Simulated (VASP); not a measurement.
**KF: G0W0 quasiparticle levels with PBE**

The system is KF.

```xyz
2
Lattice="0.0000 2.6590 2.6590 2.6590 0.0000 2.6590 2.6590 2.6590 0.0000" Properties=species:S:1:pos:R:3 pbc="T T T"
K     0.0000    0.0000    0.0000
F     2.6590    2.6590    2.6590
```

```json
{
 "Program": "VASP 6.6.1",
 "Task": "G0W0 quasiparticle levels",
 "Functional": "PBE",
 "Potentials or basis": "VASP PAW PBE potentials, release 64 (K_sv_GW, F_GW)",
 "Cutoff": "500 eV",
 "k mesh": "6 × 6 × 6",
 "Occupations": "gaussian, width 0.01 eV",
 "Spin": "no spin polarisation",
 "Dipole correction": "no",
 "GW scheme": "G0W0",
 "GW iterations": "1",
 "Cutoff of the response function": "120",
 "Frequency points": "96",
 "Empty bands": "112",
 "Further INCAR settings": "ALGO = EVGW0; EDIFF = 1e-08; NBANDS = 120"
}
```

```
Quasiparticle gap                                   : 9.66 eV
Least direct quasiparticle gap                      : 9.66 eV
Band gap of the starting levels on the mesh         : 6.26 eV
Least direct gap of the starting levels on the mesh : 6.26 eV
```

Run time: 4.8 min on 1 thread of Intel(R) Xeon(R) 6975P-C (Granite Rapids), on a shared host, peak memory 0.71 GiB.

Caveat: bands, screening cutoff and mesh are small and nothing is extrapolated, so the quasiparticle values aren't converged.
